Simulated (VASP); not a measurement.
A run of VASP 6.6.1:

Contents of POSCAR:

```
GaP
1.0
    0.0000000000      2.1139017420      2.1139017420
    2.1139017420      0.0000000000      2.1139017420
    2.1139017420      2.1139017420      0.0000000000
Ga P
1 1
Direct
    0.0000000000      0.0000000000      0.0000000000
    0.5000000000      0.5000000000      0.5000000000
```

Contents of INCAR.step1:

```
PREC     = Accurate       # precision mode
ENCUT    = 520            # plane-wave cutoff, eV
EDIFF    = 1E-6           # SCF threshold, eV
ISMEAR   = -1             # smearing method
SIGMA    = 0.1            # smearing width, eV
LREAL    = False          # projectors in reciprocal space
LASPH    = True           # aspherical terms in the spheres
NELM     = 80             # most SCF steps
ALGO     = Normal         # electronic algorithm
ISIF     = 2              # what is computed and relaxed
LWAVE    = False          # write WAVECAR
LCHARG   = True           # write CHGCAR
GGA      = PE             # functional
NBANDS   = 16             # bands
```

KPOINTS.step1

```
Automatic mesh
0
Gamma
  14 14 14
```

Contents of INCAR.step2:

```
PREC     = Accurate       # precision mode
ENCUT    = 520            # plane-wave cutoff, eV
EDIFF    = 1E-6           # SCF threshold, eV
ISMEAR   = -5             # smearing method
SIGMA    = 0.1            # smearing width, eV
LREAL    = False          # projectors in reciprocal space
LASPH    = True           # aspherical terms in the spheres
NELM     = 80             # most SCF steps
ALGO     = Normal         # electronic algorithm
ISIF     = 2              # what is computed and relaxed
LWAVE    = False          # write WAVECAR
LCHARG   = False          # write CHGCAR
GGA      = PE             # functional
LORBIT   = 11             # projections on sites
NBANDS   = 16             # bands
NEDOS    = 2001           # points of the DOS
ICHARG   = 11             # starting density
```

The input KPOINTS.step2:

```
Automatic mesh
0
Gamma
  21 21 21
```

Potentials or basis: VASP PAW PBE potentials, release 64 (Ga_d, P).

The run is started by

```bash
$ cat potpaw_PBE.64/Ga_d/POTCAR potpaw_PBE.64/P/POTCAR > POTCAR
$ cp INCAR.step1 INCAR
$ cp KPOINTS.step1 KPOINTS
$ mpirun -np 1 vasp_std > vasp.out
$ cp INCAR.step2 INCAR
$ cp KPOINTS.step2 KPOINTS
$ mpirun -np 1 vasp_std > vasp.out
```

Hardware: 1 thread of AMD EPYC 7R13 (shared host).

Q: Estimate the wall time of this run.

A: Wall time 110 s on 1 thread of AMD EPYC 7R13, on a shared host, peak memory 0.18 GiB. Counts: k points 286.
